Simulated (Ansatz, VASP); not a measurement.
**One calculation of C, two programs**

```
CELL_PARAMETERS angstrom
0.00000 1.76605 1.76605
1.76605 0.00000 1.76605
1.76605 1.76605 0.00000
ATOMIC_POSITIONS crystal
C 0.50000 0.50000 0.50000
C 0.75000 0.75000 0.75000
```

Alike in both runs: task relaxation of cell and atoms; functional LDA; k mesh 12 × 12 × 12; occupations gaussian, width 0.02 eV; no spin polarisation.

```csv
,VASP,Ansatz
version,VASP 6.6.1,Ansatz 0.2.0
potentials or method,"VASP PAW LDA potentials, release 64 (C), cutoff 600 eV","scalar-relativistic, plane waves, PAW"
valence electrons in the cell,8,8
```

Ansatz gave:

* gap on the k mesh at the Fermi level, each at its own relaxed structure (eV): 4.20
* relaxed volume (Å³/atom): 5.51
* relaxed length of the cell vector where the two differ most in proportion (Å): 2.497

Q: Which values does VASP return?

A: gap on the k mesh at the Fermi level, each at its own relaxed structure (eV): 4.19; relaxed volume (Å³/atom): 5.52; relaxed length of the cell vector where the two differ most in proportion (Å): 2.499.

LDA's correlation is that of Perdew and Zunger in VASP and of Perdew and Wang (1992) in Ansatz.
